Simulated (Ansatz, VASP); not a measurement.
**Two plane-wave programs on Ir**

```
Ir
1.0
     2.70333    0.00000    0.00000
    -1.35167    2.34115    0.00000
     0.00000    0.00000    4.38698
Ir
2
Direct
  0.66667 0.33333 0.75000
  0.33333 0.66667 0.25000
```

Alike in both runs: task relaxation of cell and atoms; functional LDA; k mesh 18 × 18 × 10; occupations gaussian, width 0.1 eV; no spin polarisation.

|  | VASP | Ansatz |
| --- | --- | --- |
| version | VASP 6.6.1 | Ansatz 0.2.0 |
| potentials or method | VASP PAW LDA potentials, release 64 (Ir), cutoff 500 eV | scalar-relativistic, plane waves, PAW |
| valence electrons in the cell | 18 | 34 |

VASP gave:

* gap on the k mesh at the Fermi level, each at its own relaxed structure (eV): none
* relaxed volume (Å³/atom): 13.99
* relaxed cell length with the largest relative difference (Å): 2.711

Problem. Estimate Ansatz's values.

Solution. gap on the k mesh at the Fermi level, each at its own relaxed structure (eV): none; relaxed volume (Å³/atom): 13.90; relaxed cell length with the largest relative difference (Å): 2.705.

LDA's correlation is that of Perdew and Zunger in VASP and of Perdew and Wang (1992) in Ansatz. A gap of «none» marks a metal or a gap that the smearing closes. VASP's potentials hold 18 valence electrons a cell and Ansatz's 34, so a difference there can come from the potentials and not from the codes.

Spin-orbit coupling is off throughout.
